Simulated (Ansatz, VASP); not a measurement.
**LiF in VASP and in Ansatz**

```
Li F
1.0
     2.55953    0.00000    0.00000
     0.00000    2.55953    0.00000
     0.00000    0.00000    2.55953
Li F
1 1
Direct
  0.00000 0.00000 0.00000
  0.50000 0.50000 0.52930
```

Change from the starting cell: all F atoms moved +0.075 Å, as atom 2 along Cartesian [0 0 1].

Alike in both runs: task single point; functional r2SCAN; k mesh 10 × 10 × 10; occupations gaussian, width 0.05 eV; no spin polarisation.

|  | VASP | Ansatz |
| --- | --- | --- |
| version | VASP 6.6.1 | Ansatz 0.2.0 |
| potentials or method | VASP PAW PBE potentials, release 64 (Li_sv, F), cutoff 520 eV | scalar-relativistic, plane waves, PAW |
| valence electrons in the cell | 10 | 10 |

|  | VASP | Ansatz | Ansatz less VASP |
| --- | --- | --- | --- |
| gap on the k mesh at the Fermi level (eV) | 8.63 | 8.46 | -0.172 |
| least direct gap on the mesh (eV) | 9.31 | 9.13 | -0.177 |
| rms of the force components (eV/Å) | 0.031 | 0.019 | -0.0117 |

VASP's potentials were made for PBE, not for r2SCAN. Atom by atom the forces differ by 0.012 eV/Å (rms over components).

Noted on VASP's run: the cutoff is short for stress, so the pressure is rough.
